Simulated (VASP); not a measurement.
Pd:

```
CELL_PARAMETERS angstrom
2.75000 0.00000 0.00000
-1.37500 2.38157 0.00000
0.00000 0.00000 4.49075
ATOMIC_POSITIONS crystal
Pd 0.33333 0.66667 0.25000
Pd 0.66667 0.33333 0.75000
```

This isn't the form of Pd at room conditions, which is fcc.

| Item | Value |
| --- | --- |
| Program | VASP 6.6.1 |
| Task | relaxation of cell and atoms |
| Functional | LDA |
| Potentials or basis | VASP PAW LDA potentials, release 64 (Pd) |
| Cutoff | 600 eV |
| k mesh | 8 × 8 × 5 |
| Occupations | gaussian, width 0.05 eV |
| Spin | no spin polarisation |

At the start: pressure -6.8 GPa; volume 14.71 Å³/atom.

**Question.** How do energy, volume and symmetry change on relaxing?

**Answer.** Over 9 steps the energy falls by 15.7 meV/atom and the volume is 14.23 Å³/atom (-3.3 %); space group P6_3/mmc (No. 194, to 0.1 Å) before and after.

Step by step:
```tsv
step	energy change (eV)	largest force (eV/Å)	pressure (GPa)	volume (Å³)
1	0.0000	0.0000	-6.78	29.41
2	0.0416	0.0000	15.28	26.84
3	-0.0257	0.0000	0.51	28.38
4	-0.0258	0.0000	0.69	28.36
5	-0.0309	0.0000	0.35	28.40
6	-0.0313	0.0000	0.34	28.41
7	-0.0313	0.0000	0.34	28.41
8	-0.0312	0.0000	-0.58	28.53
9	-0.0313	0.0000	0.00	28.45
```

Final structure:
```yaml
crystal:
  lattice:
    - [2.69162, 0.00000, 0.00000]
    - [-1.34581, 2.33101, 0.00000]
    - [0.00000, 0.00000, 4.53483]
  atoms:
    - { symbol: Pd, position: [0.33333, 0.66667, 0.25000] }
    - { symbol: Pd, position: [0.66667, 0.33333, 0.75000] }
```
